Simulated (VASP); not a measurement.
# Rh (P6_3/mmc) in VASP: a series of runs, part 2 of 2

VASP 6.6.1.

## 3. Single point, PBEsol

This run uses another cell than the first one, of 13.73 Å³/atom, 1.021 times its volume.

INCAR

```
PREC = Accurate
ENCUT = 520
EDIFF = 1E-6
ISMEAR = -1
SIGMA = 0.15
LREAL = False
LASPH = True
NELM = 100
ALGO = Normal
ISIF = 2
LWAVE = False
LCHARG = False
GGA = PS
NBANDS = 22
```

KPOINTS

```
regular mesh
0
Gamma
  12 12 7
```

POSCAR

```
Rh
1.0
    2.6940703403      0.0000000000      0.0000000000
   -1.3470351702      2.3331352708      0.0000000000
    0.0000000000      0.0000000000      4.3686382036
Rh
2
Direct
    0.6666666667      0.3333333333      0.7500000000
    0.3333333333      0.6666666667      0.2500000000
```

Potentials or basis: VASP PAW PBE potentials, release 64 (Rh_pv).

Launch:

```
> cat potpaw_PBE.64/Rh_pv/POTCAR > POTCAR
> mpirun -np 1 vasp_std > vasp.out
```

OUTCAR:

```text
PREC = Accurate
   ENCUT = 520
   EDIFF = 1E-6
   ISMEAR = -1
   LREAL = False
   LASPH = True
   NELM = 100
   ISIF = 2
   GGA = PS

 ion  position               nearest neighbor table
   1  0.667  0.333  0.750-   2 2.68   2 2.68   2 2.68   2 2.68   2 2.68   2 2.68
   2  0.333  0.667  0.250-   1 2.68   1 2.68   1 2.68   1 2.68   1 2.68   1 2.68

  LATTYP: Found a hexagonal cell.
 ALAT       =     2.6940703403
 C/A-ratio  =     1.6215754052

  Lattice vectors:

 A1 = (   2.6940703403,   0.0000000000,   0.0000000000)
 A2 = (  -1.3470351702,   2.3331352708,   0.0000000000)
 A3 = (   0.0000000000,   0.0000000000,   4.3686382036)

Analysis of symmetry for initial positions (statically):
=====================================================================
 Subroutine PRICEL returns:
 Original cell was already a primitive cell.

 Routine SETGRP: Setting up the symmetry group for a
 hexagonal supercell.

 Subroutine GETGRP returns: Found 24 space group operations
 (whereof 12 operations were pure point group operations)
 out of a pool of 24 trial point group operations.

The static configuration has the point symmetry D_3d.
 The point group associated with its full space group is D_6h.

Analysis of symmetry for dynamics (positions and initial velocities):
=====================================================================
 Subroutine PRICEL returns:
 Original cell was already a primitive cell.

 Routine SETGRP: Setting up the symmetry group for a
 hexagonal supercell.

 Subroutine GETGRP returns: Found 24 space group operations
 (whereof 12 operations were pure point group operations)
 out of a pool of 24 trial point group operations.

The dynamic configuration has the point symmetry D_3d.
 The point group associated with its full space group is D_6h.

 Subroutine INISYM returns: Found 24 space group operations
 (whereof 12 operations are pure point group operations),
 and found     1 'primitive' translations

----------------------------------------------------------------------------------------

                                     Primitive cell

  volume of cell :      27.4596

  direct lattice vectors                    reciprocal lattice vectors
     2.694070340  0.000000000  0.000000000     0.371185557  0.214303905  0.000000000
    -1.347035170  2.333135271  0.000000000     0.000000000  0.428607810  0.000000000
     0.000000000  0.000000000  4.368638204     0.000000000  0.000000000  0.228904284

  length of vectors
     2.694070340  2.694072000  4.368638204     0.428608075  0.428607810  0.228904284

  position of ions in fractional coordinates (direct lattice)
     0.666666667  0.333333333  0.750000000
     0.333333333  0.666666667  0.250000000

  ion indices of the primitive-cell ions
   primitive index   ion index
                 1           1
                 2           2

----------------------------------------------------------------------------------------

 KPOINTS: regular mesh

Automatic generation of k-mesh.
 Grid dimensions read from file:
 generate k-points for:   12   12    7

 Generating k-lattice:

  Cartesian coordinates                     Fractional coordinates (reciprocal lattice)
     0.030932130  0.017858659  0.000000000     0.083333333 -0.000000000  0.000000000
     0.000000000  0.035717318  0.000000000     0.000000000  0.083333333  0.000000000
     0.000000000  0.000000000  0.032700612     0.000000000  0.000000000  0.142857143

  Length of vectors
     0.035717340  0.035717318  0.032700612

  Shift w.r.t. Gamma in fractional coordinates (k-lattice)
     0.000000000  0.000000000  0.000000000

 Subroutine IBZKPT returns following result:
 ===========================================

 Found     76 irreducible k-points:

 Following reciprocal coordinates:
            Coordinates               Weight
  0.000000  0.000000  0.000000      1.000000
  0.083333  0.000000  0.000000      6.000000
  0.166667  0.000000  0.000000      6.000000
  0.250000 -0.000000  0.000000      6.000000
  0.333333  0.000000  0.000000      6.000000
  0.416667  0.000000  0.000000      6.000000
[... 16 lines left out ...]
  0.250000 -0.000000  0.142857     12.000000
  0.333333  0.000000  0.142857     12.000000
 [... further k-points ...]
   k-points           NKPTS =     76   k-points in BZ     NKDIM =     76   number of bands    NBANDS=     22
   number of dos      NEDOS =    301   number of ions     NIONS =      2
   total plane-waves  NPLWV =  12800
   dimension x,y,z NGX =    20 NGY =   20 NGZ =   32
   dimension x,y,z NGXF=    40 NGYF=   40 NGZF=   64
   ions per type =               2
   NGX,Y,Z   is equivalent  to a cutoff of  12.34, 12.34, 12.18 a.u.
   NGXF,Y,Z  is equivalent  to a cutoff of  24.68, 24.68, 24.35 a.u.
 SYSTEM =  unknown system
   PREC   = accura    normal or accurate (medium, high low for compatibility)
   ISTART =      0    job   : 0-new  1-cont  2-samecut
   ICHARG =      2    charge: 1-file 2-atom 10-const
   ISPIN  =      1    spin polarized calculation?
   LNONCOLLINEAR =      F non collinear calculations
   LSORBIT =      F    spin-orbit coupling
   LASPH  =      T    aspherical Exc in radial PAW
   ENCUT  =  520.0 eV  38.22 Ry    6.18 a.u.   5.01  5.01  8.12*2*pi/ulx,y,z
   NELM   =    100;   NELMIN=  2; NELMDL= -5     # of ELM steps
   EDIFF  = 0.1E-05   stopping-criterion for ELM
   LREAL  =      F    real-space projection
   EDIFFG = 0.1E-04   stopping-criterion for IOM
   NSW    =      0    number of steps for IOM
   IBRION =     -1    ionic relax: 0-MD 1-quasi-New 2-CG
   NFREE  =      0    steps in history (QN), initial steepest desc. (CG)
   ISIF   =      2    stress and relaxation
   ISYM   =      2    0-nonsym 1-usesym 2-fastsym
   POTIM  = 0.5000    time-step for ionic-motion
   TEBEG  =    0.0;   TEEND  =   0.0 temperature during run
   PSTRESS=    0.0 pullay stress
   NELECT =      30.0000    total number of electrons
   NUPDOWN=      -1.0000    fix difference up-down
   EMIN   =  10.00;   EMAX   =-10.00  energy-range for DOS
   EFERMI =   0.00;   METHOD = LEGACY
   ISMEAR =    -1;   SIGMA  =   0.15  broadening in eV -4-tet -1-fermi 0-gaus
   EFERMI_NEDOS =   21; number of points for ismear=-14 and -15
   IALGO  =     38    algorithm
   IMIX   =      4    mixing-type and parameters
     AMIX     =   0.40;   BMIX     =  1.00
     AMIX_MAG =   1.60;   BMIX_MAG =  1.00
  volume/ion in A,a.u.               =      13.73        92.65
  Fermi-wavevector in a.u.,A,eV,Ry     =   1.686101  3.186269 38.680504  2.842937
  Thomas-Fermi vector in A             =   2.768826
   LORBIT       =      0    0 simple, 1 ext, 2 COOP (PROOUT), +10 PAW based schemes
   GGA     = PS    functional components
   LHFCALC =     F    Hartree Fock is set to
   AEXX    =    0.0000 exact exchange contribution
   IVDW    =     0    specifies the selected vdW correction
   LEPSILON=     F    determine dielectric tensor
   LRPA    =     F    only Hartree local field effects (RPA)
 non-spin polarized calculation
  energy-cutoff  :      520.00
  volume of cell :       27.46
 maximum number of plane-waves:       762
 NGX is ok and might be reduce to    20
   NGX =  9   NGY =  9   NGZ = 17

 number of electron      30.0000011 magnetization

 Free energy of the ion-electron system (eV)
  ---------------------------------------------------
  ext. energy  EPLUGINS =         0.00000000
  ---------------------------------------------------
  free energy    TOTEN  =       -16.31126312 eV

  energy without entropy =      -16.07413513  energy(sigma->0) =      -16.19269913

 E-fermi :  11.8579     XC(G=0): -14.2244

 val. band max:       11.8520024358   @ k =   0.3333   0.3333   0.1429
 cond. band min:      11.8676050946   @ k =   0.1667   0.0833   0.4286
 fundamental gap:      0.0156026588
 Fermi energy:        11.8578881571

 k-point     1 :       0.0000    0.0000    0.0000
  band No.  band energies     occupation
      1     -35.2874      2.00000
      2     -34.6298      2.00000
      3     -34.6298      2.00000
      4     -34.5338      2.00000
      5     -34.5232      2.00000
      6     -34.5232      2.00000
[... 14 lines left out ...]
     21      29.8988      0.00000
     22      30.5681      0.00000
[... 552 lines left out ...]
  band No.  band energies     occupation
      1     -35.1220      2.00000
      2     -34.9891      2.00000
      3     -34.9449      2.00000
      4     -34.7492      2.00000
      5     -34.6416      2.00000
      6     -34.6037      2.00000
[... 14 lines left out ...]
     21      27.2858      0.00000
     22      27.4698      0.00000

 [... further k-points ...]

------------------------ aborting loop because EDIFF is reached ----------------------------------------

  FORCE on cell =-STRESS in cart. coord.  units (eV):
  Direction    XX          YY          ZZ          XY          YZ          ZX
  --------------------------------------------------------------------------------------
  -------------------------------------------------------------------------------------
  Total       -0.3639841     -0.3639847     -0.6595455      0.0000000     -0.0000000     -0.0000000
  in kB      -21.2372396    -21.2372745    -38.4822473      0.0000000     -0.0000000     -0.0000000
  external PRESSURE =     -26.9855871 kB  Pullay stress =       0.0000000 kB

 VOLUME and BASIS-vectors are now :
 -----------------------------------------------------------------------------
  energy-cutoff  :      520.00
  volume of cell :       27.46
      direct lattice vectors                 reciprocal lattice vectors
     2.694070340  0.000000000  0.000000000     0.371185557  0.214303905  0.000000000
    -1.347035170  2.333135271  0.000000000     0.000000000  0.428607810  0.000000000
     0.000000000  0.000000000  4.368638204     0.000000000  0.000000000  0.228904284

 POSITION                                       TOTAL-FORCE (eV/Angst)
 -----------------------------------------------------------------------------------
      1.34704      0.77771      3.27648         0.000000      0.000000      0.000000
     -0.00000      1.55542      1.09216        -0.000000      0.000000      0.000000
 -----------------------------------------------------------------------------------
    total drift:                               -0.000000      0.000000     -0.000000

  FREE ENERGIE OF THE ION-ELECTRON SYSTEM (eV)
  ---------------------------------------------------
  free  energy   TOTEN  =       -16.3112631199 eV

  energy  without entropy=      -16.0741351310  energy(sigma->0) =      -16.19269913
```

stdout:

```text
POSCAR found type information on POSCAR Rh
 POSCAR found :  1 types and       2 ions
 scaLAPACK will be used
 -----------------------------------------------------------------------------
|                                                                             |
|                                                                             |
|     You enforced a specific xc type in the INCAR file but a different       |
|     I HOPE YOU KNOW WHAT YOU ARE DOING!                                     |
|                                                                             |
 -----------------------------------------------------------------------------

 LDA part: xc-table for (Slater+PW92), standard interpolation
 POSCAR, INCAR and KPOINTS ok, starting setup
 FFT: planning ... GRIDC
 FFT: planning ... GRID_SOFT
 FFT: planning ... GRID
 WAVECAR not read
 entering main loop
```

It took 30 s on 1 thread of Intel Xeon Platinum 8488C (Sapphire Rapids), shared host; peak memory 0.16 GiB.

What came out:

- Free energy: -16.3113 eV
- Pressure: -2.7 GPa
- Band gap on the k mesh: zero (band 15 reaches 12.52 eV, above the bottom of band 16 at 10.08 eV)

Stress tensor (GPa, compression positive):
```
-2.12  0.00  0.00
 0.00 -2.12  0.00
 0.00  0.00 -3.85
```

Caveat: the PAW data sets were made with another functional, which shifts forces and pressure a little.

## 4. Single point, PBEsol

This run uses another cell than the first one, of 14.02 Å³/atom, 1.043 times its volume.

INCAR

```
SYSTEM = Rh
ALGO = Normal ; EDIFF = 1E-7
ENCUT = 520 ; GGA = PS
ISIF = 2 ; ISMEAR = -1
LASPH = .True. ; LCHARG = .True.
LELF = .True. ; LREAL = .False.
LVHAR = .True. ; LWAVE = .False.
NBANDS = 22 ; NELM = 80
PREC = Accurate ; SIGMA = 0.15
```

KPOINTS

```
k-points
0
Gamma
  12 12 7
  0 0 0
```

POSCAR

```
Rh
1.0
    2.7126507229      0.0000000000      0.0000000000
   -1.3563253614      2.3492263674      0.0000000000
    0.0000000000      0.0000000000      4.3987676951
Rh
2
Direct
    0.6666666667      0.3333333333      0.7500000000
    0.3333333333      0.6666666667      0.2500000000
```

Launch:

```
> cat potpaw_PBE.64/Rh_pv/POTCAR > POTCAR
> mpirun -np 1 vasp_std > vasp.out
```

Run time: 31 s. Hardware: 1 thread of Intel Xeon Platinum 8488C (Sapphire Rapids), shared host; peak memory 0.16 GiB.

Results (log left out):

```yaml
Free_energy: -16.2924 eV
Pressure: -8.0 GPa
Band_gap_on_the_k_mesh: zero (band 15 reaches 12.11 eV, above the bottom of band 16 at 9.76 eV)
```

Stress tensor (GPa, compression positive):
```
-7.43  0.00  0.00
 0.00 -7.43  0.00
 0.00  0.00 -9.22
```

Levels at points of the mesh, in eV from the Fermi level:
| k point | band 12 | band 13 | band 14 | band 15 | band 16 | band 17 | band 18 | band 19 |
| --- | --- | --- | --- | --- | --- | --- | --- | --- |
| (0.00, 0.00, 0.00) | -2.43 | -2.43 | -1.82 | -1.82 | 0.16 | 0.16 | 0.66 | 8.37 |
| (0.50, 0.00, 0.00) | -2.18 | -2.11 | 0.46 | 0.64 | 0.75 | 2.97 | 5.03 | 10.14 |

Caveat: the PAW data sets were made with another functional, which shifts forces and pressure a little.

## 5. Single point, PBEsol

This run uses another cell than the first one, of 14.30 Å³/atom, 1.064 times its volume.

INCAR

```
PREC = Accurate ; ENCUT = 520
EDIFF = 1E-6 ; ISMEAR = -1
SIGMA = 0.15 ; LREAL = False
LASPH = True ; NELM = 100
ALGO = Normal ; ISIF = 2
LWAVE = False ; LCHARG = False
GGA = PS ; NBANDS = 22
```

KPOINTS

```
regular mesh
0
Gamma
  12 12 7
```

POSCAR

```
Rh
1.0
    2.7309800000      0.0000000000      0.0000000000
   -1.3654900000      2.3651000000      0.0000000000
    0.0000000000      0.0000000000      4.4284900000
Rh
2
Direct
    0.6666666667      0.3333333333      0.7500000000
    0.3333333333      0.6666666667      0.2500000000
```

Launch:

```
> cat potpaw_PBE.64/Rh_pv/POTCAR > POTCAR
> mpirun -np 1 vasp_std > vasp.out
```

Wall time 27 s (1 thread of Intel Xeon Platinum 8488C (Sapphire Rapids), shared host); peak memory 0.16 GiB.

The run converged. Its results:

| Quantity | Value |
| --- | --- |
| Free energy | -16.2557 eV |
| Pressure | -12.7 GPa |
| Band gap on the k mesh | zero (band 15 reaches 11.73 eV, above the bottom of band 16 at 9.45 eV) |

Stress tensor (GPa, compression positive):
```
-12.08   0.00   0.00
  0.00 -12.08   0.00
  0.00   0.00 -13.93
```

Levels at points of the mesh, in eV from the Fermi level:
```
           k point  band 12  band 13  band 14  band 15  band 16  band 17  band 18  band 19
(0.00, 0.00, 0.00)    -2.35    -2.35    -1.76    -1.76     0.16     0.16     0.69     8.18
(0.50, 0.00, 0.00)    -2.11    -2.04     0.44     0.61     0.72     2.91     4.93    10.00
```

Caveat: the PAW data sets were made with another functional, which shifts forces and pressure a little.

## 6. Summary

```tsv
cell	gap on the mesh (eV)	pressure (GPa)
a = 2.675, b = 2.675, c = 4.338 Å, angles 90.0, 90.0, 120.0°, 2 atoms	none	3.4
a = 2.694, b = 2.694, c = 4.369 Å, angles 90.0, 90.0, 120.0°, 2 atoms	none	-2.7
a = 2.713, b = 2.713, c = 4.399 Å, angles 90.0, 90.0, 120.0°, 2 atoms	none	-8.0
a = 2.731, b = 2.731, c = 4.428 Å, angles 90.0, 90.0, 120.0°, 2 atoms	none	-12.7
```

Alike in all rows: task single point; level PBEsol; potentials or basis VASP PAW PBE potentials, release 64 (Rh_pv); no spin polarisation; k mesh 12 × 12 × 7; cutoff (eV) 520; smearing fermi-dirac 0.15 eV.

Caveats: the PAW data sets were made with another functional, which shifts forces and pressure a little.

Absolute energies hang on the potentials; compare differences alone.
